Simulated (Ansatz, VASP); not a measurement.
K2Pt: VASP beside Ansatz

The input INCAR:

```
PREC = Accurate
ENCUT = 520
EDIFF = 1E-6
ISMEAR = 0
SIGMA = 0.05
LREAL = F
LASPH = T
NELM = 100
ALGO = Normal
ISIF = 2
LWAVE = F
LCHARG = F
GGA = CA
NBANDS = 21
```

KPOINTS

```
regular mesh
0
Gamma
  6 6 6
```

The input POSCAR:

```
K2Pt
1.0
    0.0000000000      3.7152875350      3.7814631400
    3.8476387450      0.0000000000      3.7814631400
    3.8476387450      3.7152875350      0.0000000000
K Pt
2 1
Direct
    0.7500000000      0.7500000000      0.7500000000
    0.2500000000      0.2500000000      0.2500000000
    0.0000000000      0.0000000000      0.0000000000
```

Input for Ansatz:

```yaml
crystal:
  lattice:
    - [0.0, 3.715287535, 3.78146314]
    - [3.847638745, 0.0, 3.78146314]
    - [3.847638745, 3.715287535, 0.0]
  atoms:
    - { symbol: K, position: [0.75, 0.75, 0.75] }
    - { symbol: K, position: [0.25, 0.25, 0.25] }
    - { symbol: Pt, position: [0.0, 0.0, 0.0] }
basis:
  ecutwfc: 420
kpoints:
  mp_grid: { grid: [6, 6, 6] }
hamiltonian:
  xc: lda
scf:
  occupations: { method: gaussian, width: 0.05 }
output:
  forces: true
  stress: true
  eigenvalues: true
```

Change from the starting cell: strain +0.0175 x Voigt [1, -1, 0, 0, 0, 0], atoms carried along.

Alike in both runs: task single point; functional LDA; k mesh 6 × 6 × 6; occupations gaussian, width 0.05 eV; no spin polarisation.

```csv
,VASP,Ansatz
version,VASP 6.6.1,Ansatz 0.2.0
potentials or method,"VASP PAW LDA potentials, release 64 (K_sv, Pt), cutoff 520 eV","scalar-relativistic, plane waves, PAW"
valence electrons in the cell,28,36
```

Ansatz gave:

```
gap on the k mesh at the Fermi level (eV)                     : 1.30
least direct gap on the mesh (eV)                             : 1.37
pressure (GPa)                                                : -1.9
traceless stress, the component that is largest in VASP (GPa) : -0.38
```

**Question.** Estimate VASP's values.

**Answer.** gap on the k mesh at the Fermi level (eV): 1.31; least direct gap on the mesh (eV): 1.38; pressure (GPa): -1.8; traceless stress, the component that is largest in VASP (GPa): -0.38.

LDA's correlation is that of Perdew and Zunger in VASP and of Perdew and Wang (1992) in Ansatz. VASP's potentials hold 28 valence electrons a cell and Ansatz's 36, so a difference there can come from the potentials and not from the codes.

Neither program's run includes spin-orbit coupling.
